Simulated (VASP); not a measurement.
Input of a VASP 6.6.1 run:

INCAR

```
PREC = Accurate
ENCUT = 520
EDIFF = 1E-6
ISMEAR = 0
SIGMA = 0.05
LREAL = False
LASPH = True
NELM = 150
ALGO = Normal
ISIF = 2
LWAVE = False
LCHARG = False
LMAXMIX = 4
LDAU = True
LDAUTYPE = 2
LDAUL = 2 -1
LDAUU = 4 0
LDAUJ = 0 0
LDAUPRINT = 1
GGA = PE
NBANDS = 33
```

File KPOINTS:

```
regular mesh
0
Gamma
  6 6 6
```

POSCAR

```
TiO2
1.0
    2.6252399294     -2.6253128814     -0.0195896425
    2.6252399294      2.6253128814     -0.0195896425
   -2.5896256811      0.0000000000      4.7752202290
Ti O
2 4
Direct
    0.1250069486      0.8749930514      0.2500000000
    0.8749930514      0.1250069486      0.7500000000
    0.3455605588      0.0955838341      0.6911308395
    0.6544394412      0.9044161659      0.3088691605
    0.9044161659      0.6544394412      0.8088691605
    0.0955838341      0.3455605588      0.1911308395
```

Potentials or basis: VASP PAW PBE potentials, release 64 (Ti_sv, O).

Command:

```console
$ cat potpaw_PBE.64/Ti_sv/POTCAR potpaw_PBE.64/O/POTCAR > POTCAR
$ mpirun -np 1 vasp_std > vasp.out
```

**Question.** What does it give for the largest force?

**Answer.** 1.369 eV/Å.

**Question.** Estimate the band gap on the k mesh.

**Answer.** 2.32 eV (least direct gap 3.05 eV).

**Question.** Estimate the pressure.

**Answer.** 19.9 GPa.

Eigenvalues of the final occupation matrices:
| site | spin | trace | eigenvalues |
| --- | --- | --- | --- |
| site 1 d | 1 | 0.84 | 0.10 0.10 0.13 0.23 0.29 |
| site 1 d | 2 | 0.84 | 0.10 0.10 0.13 0.23 0.29 |
| site 2 d | 1 | 0.84 | 0.10 0.10 0.13 0.23 0.29 |
| site 2 d | 2 | 0.84 | 0.10 0.10 0.13 0.23 0.29 |

Caveat: the cell differs from its parent crystal (atoms shifted along a free coordinate); the cell stands under pressure; forces of over 1 eV/Å act on the atoms, so gaps and moduli don't describe the material at rest. A k mesh can miss the band edges.
